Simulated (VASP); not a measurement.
A run of VASP 6.6.1 is set up as follows.

File INCAR:

```
SYSTEM = CdF2
  PREC = Accurate
  ENCUT = 600
  EDIFF = 1E-6
  ISMEAR = -1
  SIGMA = 0.01
  LREAL = .False.
  LASPH = .True.
  NELM = 120
  ALGO = Normal
  ISIF = 2
  LWAVE = .False.
  LCHARG = .False.
  GGA = PE
  NBANDS = 24
  GGA_COMPAT = .False.
```

KPOINTS

```
Automatic mesh
0
Gamma
  6 6 6
  0 0 0
```

File POSCAR:

```
CdF2
1.0
    0.0000000000      2.7407404540      2.7407404540
    2.7407404540      0.0000000000      2.7407404540
    2.7407404540      2.7407404540      0.0000000000
Cd F
1 2
Direct
    0.0000000000      0.0000000000      0.0000000000
    0.2500000000      0.2500000000      0.2500000000
    0.7500000000      0.7500000000      0.7500000000
```

Potentials or basis: VASP PAW PBE potentials, release 64 (Cd_sv_GW, F).

Command:

```sh
$ cat potpaw_PBE.64/Cd_sv_GW/POTCAR potpaw_PBE.64/F/POTCAR > POTCAR
$ mpirun -np 1 vasp_std > vasp.out
```

**Question.** What does it give for the band gap on the k mesh?

**Answer.** 2.92 eV, indirect (least direct gap 3.46 eV).

**Question.** What does it give for the pressure?

**Answer.** -0.8 GPa.

A k mesh can miss the band edges.
